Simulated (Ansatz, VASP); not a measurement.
## One calculation of CsSi3, two programs

File INCAR:

```
PREC = Accurate
ENCUT = 600
EDIFF = 1E-6
ISMEAR = 0
SIGMA = 0.1
LREAL = False
LASPH = True
NELM = 100
ALGO = Fast
ISIF = 3
LWAVE = False
LCHARG = False
GGA = PE
IBRION = 2
NSW = 100
EDIFFG = -0.01
```

File KPOINTS:

```
Automatic mesh
0
Gamma
  12 12 6
```

The input POSCAR:

```
CsSi3
1.0
    4.0108636289      0.0000000000      0.0000000000
   -2.0054318145      3.4735097938      0.0000000000
    0.0000000000      0.0000000000      7.7306928843
Cs Si
1 3
Direct
    0.0000000000      0.0000000000      0.5000000000
    0.0000000000      0.0000000000      0.0000000000
    0.3333333333      0.6666666667      0.1186425951
    0.6666666667      0.3333333333      0.8813574049
```

Input for Ansatz:

```yaml
crystal:
  lattice:
    - [4.0108636289, 0.0, 0.0]
    - [-2.0054318145, 3.4735097938, 0.0]
    - [0.0, 0.0, 7.7306928843]
  atoms:
    - { symbol: Cs, position: [0.0, 0.0, 0.5] }
    - { symbol: Si, position: [0.0, 0.0, 0.0] }
    - { symbol: Si, position: [0.3333333333, 0.6666666667, 0.1186425951] }
    - { symbol: Si, position: [0.6666666667, 0.3333333333, 0.8813574049] }
basis:
  ecutwfc: 420
kpoints:
  mp_grid: { grid: [12, 12, 6] }
hamiltonian:
  xc: pbe
scf:
  occupations: { method: gaussian, width: 0.1 }
output:
  forces: true
  stress: true
  eigenvalues: true
relax:
  adjacent_minimum: "off"
  f_tol: 0.01
  max_steps: 80
  cell: { stress_tol: 0.05 }
```

Alike in both runs: task relaxation of cell and atoms; functional PBE; k mesh 12 × 12 × 6; occupations gaussian, width 0.1 eV; no spin polarisation.

|  | VASP | Ansatz |
| --- | --- | --- |
| version | VASP 6.6.1 | Ansatz 0.2.0 |
| potentials or method | VASP PAW PBE potentials, release 64 (Cs_sv, Si), cutoff 600 eV | scalar-relativistic, plane waves, PAW |
| valence electrons in the cell | 21 | 21 |

VASP gave:

- gap on the k mesh at the Fermi level, each at its own relaxed structure (eV): none
- relaxed volume (Å³/atom): 27.20
- relaxed length of the cell vector where the two differ most in proportion (Å): 7.561

Which values does Ansatz return?

gap on the k mesh at the Fermi level, each at its own relaxed structure (eV): none; relaxed volume (Å³/atom): 27.20; relaxed length of the cell vector where the two differ most in proportion (Å): 7.552.

A gap of «none» marks a metal or a gap that the smearing closes.

Spin-orbit coupling is off throughout.
